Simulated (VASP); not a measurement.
Set up this calculation in VASP 6.6.1, as the native input.

```yaml
Task: single point
Functional: PBE
Potentials_or_basis: VASP PAW PBE potentials, release 64 (Cs_sv)
Cutoff: 520 eV
k_mesh: 6 × 6 × 6
Occupations: fermi-dirac, width 0.08 eV
Spin: no spin polarisation
Dipole_correction: no
Further_INCAR_settings: ALGO = Normal; EDIFF = 1e-06; NBANDS = 16
```

The structure of Cs lies in POSCAR:

```
Cs
1.0
    0.0000000000      5.5176176701      5.5176176701
    5.5176176701      0.0000000000      5.5176176701
    5.5176176701      5.5176176701      0.0000000000
Cs
2
Direct
   -0.1250000000     -0.1250000000     -0.1250000000
    0.1250000000      0.1250000000      0.1250000000
```

This cell differs from its parent crystal: volume scaled by 0.9, partial waves polarizable.

These files were run (other wordings do the same):

INCAR

```
SYSTEM = Cs
ALGO = Normal
EDIFF = 1E-6
ENCUT = 520
GGA = PE
ISIF = 2
ISMEAR = -1
LASPH = .True.
LCHARG = .False.
LREAL = .False.
LWAVE = .False.
NBANDS = 16
NELM = 100
PREC = Accurate
SIGMA = 0.08
```

KPOINTS

```
k-points
0
Gamma
  6 6 6
  0 0 0
```

Potentials or basis: VASP PAW PBE potentials, release 64 (Cs_sv).

Run with:

```console
$ cat potpaw_PBE.64/Cs_sv/POTCAR > POTCAR
$ mpirun -np 1 vasp_std > vasp.out
```

It gave:

| Quantity | Value |
| --- | --- |
| Pressure | 0.1 GPa |
| Band gap on the k mesh | zero (band 9 reaches -0.13 eV, above the bottom of band 10 at -0.21 eV) |

Caveat: spin-orbit coupling is left out, which moves the levels of the heavy elements.

Run time: 99 s on 1 thread of Intel Xeon 6975P-C, on a shared host, peak memory 0.5 GiB.
